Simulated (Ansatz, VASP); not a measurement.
SnTe in VASP and in Ansatz

The input INCAR:

```
SYSTEM = SnTe
ALGO = Normal
EDIFF = 1E-7
ENCUT = 520
GGA = PS
ISIF = 2
ISMEAR = 0
LASPH = .True.
LCHARG = .True.
LELF = .True.
LREAL = .False.
LVHAR = .True.
LWAVE = .False.
NBANDS = 17
NELM = 80
PREC = Accurate
SIGMA = 0.03
```

File KPOINTS:

```
k-points
0
Gamma
  10 10 10
  0 0 0
```

File POSCAR:

```
SnTe
1.0
    0.3960506967      3.3664309219      3.3664309219
    3.3664309219      0.3960506967      3.3664309219
    3.3664309219      3.3664309219      0.3960506967
Sn Te
1 1
Direct
    0.0000000000      0.0000000000      0.0000000000
    0.5000000000      0.5000000000      0.5000000000
```

Input for Ansatz:

```yaml
crystal:
  lattice:
    - [0.3960506967, 3.3664309219, 3.3664309219]
    - [3.3664309219, 0.3960506967, 3.3664309219]
    - [3.3664309219, 3.3664309219, 0.3960506967]
  atoms:
    - { symbol: Sn, position: [0.0, 0.0, 0.0] }
    - { symbol: Te, position: [0.5, 0.5, 0.5] }
basis:
  ecutwfc: 420
kpoints:
  mp_grid: { grid: [10, 10, 10] }
hamiltonian:
  xc: pbesol
scf:
  occupations: { method: gaussian, width: 0.03 }
output:
  forces: true
  stress: true
  eigenvalues: true
```

Alike in both runs: task single point; functional PBEsol; k mesh 10 × 10 × 10; occupations gaussian, width 0.03 eV; no spin polarisation.

|  | VASP | Ansatz |
| --- | --- | --- |
| version | VASP 6.6.1 | Ansatz 0.2.0 |
| potentials or method | VASP PAW PBE potentials, release 64 (Sn_d, Te), cutoff 520 eV | scalar-relativistic, plane waves, PAW |
| valence electrons in the cell | 20 | 30 |

```csv
,VASP,Ansatz,Ansatz less VASP
gap on the k mesh at the Fermi level (eV),none,none,-
pressure (GPa),-1.4,-1.4,0.00
"traceless stress, the component that is largest in VASP (GPa)",-1.82,-1.82,-0.005
```

VASP's potentials were made for PBE, not for PBEsol. A gap of «none» marks a metal or a gap that the smearing closes. VASP's potentials hold 20 valence electrons a cell and Ansatz's 30, so a difference there can come from the potentials and not from the codes.

Neither program's run includes spin-orbit coupling.
